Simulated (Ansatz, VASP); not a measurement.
**One calculation of MgO, two programs**

INCAR

```
PREC = Accurate
ENCUT = 840
EDIFF = 1E-6
ISMEAR = 0
SIGMA = 0.02
LREAL = False
LASPH = True
NELM = 120
ALGO = Normal
ISIF = 2
LWAVE = False
LCHARG = False
GGA = PE
IVDW = 12
NBANDS = 15
GGA_COMPAT = False
```

Contents of KPOINTS:

```
Automatic mesh
0
Gamma
  10 10 10
```

POSCAR

```
MgO
1.0
    0.0000000000      2.1041871137      2.1041871137
    2.1041871137      0.0000000000      2.1041871137
    2.1041871137      2.1041871137      0.0000000000
Mg O
1 1
Direct
    0.0000000000      0.0000000000      0.0000000000
    0.5000000000      0.5000000000      0.5000000000
```

Input for Ansatz:

```yaml
crystal:
  lattice:
    - [0.0, 2.1041871137, 2.1041871137]
    - [2.1041871137, 0.0, 2.1041871137]
    - [2.1041871137, 2.1041871137, 0.0]
  atoms:
    - { symbol: Mg, position: [0.0, 0.0, 0.0] }
    - { symbol: O, position: [0.5, 0.5, 0.5] }
basis:
  ecutwfc: 420
kpoints:
  mp_grid: { grid: [10, 10, 10] }
  band_path:
    path:
      - [[0.0, 0.0, 0.0], [0.5, 0.0, 0.5], [0.625, 0.25, 0.625]]
      - [[0.375, 0.375, 0.75], [0.0, 0.0, 0.0], [0.5, 0.5, 0.5], [0.5, 0.25, 0.75], [0.5, 0.0, 0.5]]
    npoints: 10
hamiltonian:
  xc: pbe
  dispersion: d3bj
  pseudopotentials: { kind: paw, azcp: { folder: soft_1 } }
scf:
  occupations: { method: gaussian, width: 0.02 }
  n_extra_bands: 7
output:
  forces: true
  stress: true
  eigenvalues: true
```

Alike in both runs: task single point; functional PBE; dispersion D3(BJ); k mesh 10 × 10 × 10; occupations gaussian, width 0.02 eV; no spin polarisation.

|  | VASP | Ansatz |
| --- | --- | --- |
| version | VASP 6.6.1 | Ansatz 0.2.0 |
| potentials or method | VASP PAW PBE potentials, release 64 (Mg_sv, O), cutoff 840 eV | scalar-relativistic, plane waves, PAW |
| valence electrons in the cell | 16 | 16 |

```csv
,VASP,Ansatz,Ansatz less VASP
gap on the k mesh at the Fermi level (eV),4.77,4.77,+0.007
least direct gap on the mesh (eV),4.77,4.77,+0.007
pressure (GPa),0.0,0.0,-0.02
```
